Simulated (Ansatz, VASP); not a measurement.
## BeS: VASP beside Ansatz

```
Be S
1.0
     0.00000    2.43411    2.43411
     2.43411    0.00000    2.43411
     2.43411    2.43411    0.00000
Be S
1 1
Direct
  0.00000 0.00000 0.00000
  0.25000 0.25000 0.25000
```

Alike in both runs: functional r2SCAN; k mesh 10 × 10 × 10; occupations fermi-dirac, width 0.02 eV; no spin polarisation.

Ansatz relaxed the structure, and its values are those at the end. VASP's run is a single point on that final structure, the one shown.

```csv
,VASP,Ansatz
version,VASP 6.6.1,Ansatz 0.2.0
potentials or method,"VASP PAW PBE potentials, release 64 (Be, S), cutoff 520 eV",PAW plane waves
valence electrons in the cell,8,8
```

```tsv
	VASP	Ansatz	Ansatz less VASP
gap on the k mesh at the Fermi level (eV)	3.60	3.59	-0.009
pressure (GPa)	0.3	0.0	-0.29
```

VASP's potentials were made for PBE, not for r2SCAN. With one functional, cell and mesh, what is left measures potentials, basis and numerics.
